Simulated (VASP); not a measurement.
The system is Te.

```
Te
1.0
     4.48350    0.00000    0.00000
    -2.24175    3.88282    0.00000
     0.00000    0.00000    5.96323
Te
3
Direct
  0.73100 0.73100 0.00000
  0.00000 0.26900 0.66667
  0.26900 0.00000 0.33333
```

This cell differs from its parent crystal: volume scaled by 1.02.

Base run:

| Quantity | Value |
| --- | --- |
| Program | VASP 6.6.1 |
| Functional | PBEsol |
| Potentials or basis | VASP PAW PBE potentials, release 64 (Te) |
| Cutoff | 520 eV |
| k mesh | 7 × 7 × 5 |
| Occupations | fermi-dirac, width 0.05 eV |
| Spin | no spin polarisation |

Its results: band gap on the k mesh 0.59 eV, indirect (least direct gap 0.75 eV); pressure -1.8 GPa; largest force 0.023 eV/Å.

**Question.** The run is repeated on the same cell with these changes: functional from PBEsol to r2SCAN. What comes out?

**Answer.** Band gap on the k mesh 0.77 eV, indirect (least direct gap 0.92 eV); pressure -0.1 GPa; largest force 0.166 eV/Å.

r2SCAN gives the wider gap, since meta-GGAs in the generalised Kohn-Sham scheme recover part of the derivative discontinuity.

Caveats: the PAW data sets were made with another functional, which shifts forces and pressure a little; spin-orbit coupling is left out, which moves the levels of the heavy elements.

A k mesh can miss the band edges.
